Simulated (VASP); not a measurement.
**Lu: single point with PBE**

Crystal: Lu.

```
Lu
1.0
     3.39853    0.00000    0.00000
    -1.69926    2.94321    0.00000
     0.00000    0.00000    5.29232
Lu
2
Direct
  0.33333 0.66667 0.25000
  0.66667 0.33333 0.75000
```

This cell differs from its parent crystal: volume scaled by 0.91, then relaxed in part.

- Program: VASP 6.6.1
- Task: single point
- Functional: PBE
- Potentials or basis: VASP PAW PBE potentials, release 64 (Lu)
- Cutoff: 520 eV
- k mesh: 15 × 15 × 8
- Occupations: gaussian, width 0.1 eV
- Spin: no spin polarisation
- Dipole correction: no
- Further INCAR settings: ALGO = Fast; EDIFF = 1e-06; NBANDS = 32

| Item | Value |
| --- | --- |
| Pressure | 5.3 GPa |
| Band gap on the k mesh | zero (band 25 reaches 3.88 eV, above the bottom of band 26 at 1.94 eV) |

Stress tensor (GPa, compression positive):
```
5.30 0.00 0.00
0.00 5.30 0.00
0.00 0.00 5.18
```

Levels at points of the mesh, in eV from the Fermi level:
| k point | band 22 | band 23 | band 24 | band 25 | band 26 | band 27 | band 28 | band 29 |
| --- | --- | --- | --- | --- | --- | --- | --- | --- |
| (0.00, 0.00, 0.00) | -4.67 | -4.67 | -2.55 | 1.03 | 2.27 | 2.27 | 2.78 | 3.11 |
| (0.00, 0.00, 0.50) | -4.67 | -4.42 | -4.42 | 1.29 | 1.29 | 2.16 | 2.16 | 2.16 |

Run time: 4.6 min on 1 thread of Intel(R) Xeon(R) 6975P-C (Granite Rapids), with other jobs on the host, peak memory 0.34 GiB.

Caveat: spin-orbit coupling is left out, which moves the levels of the heavy elements.
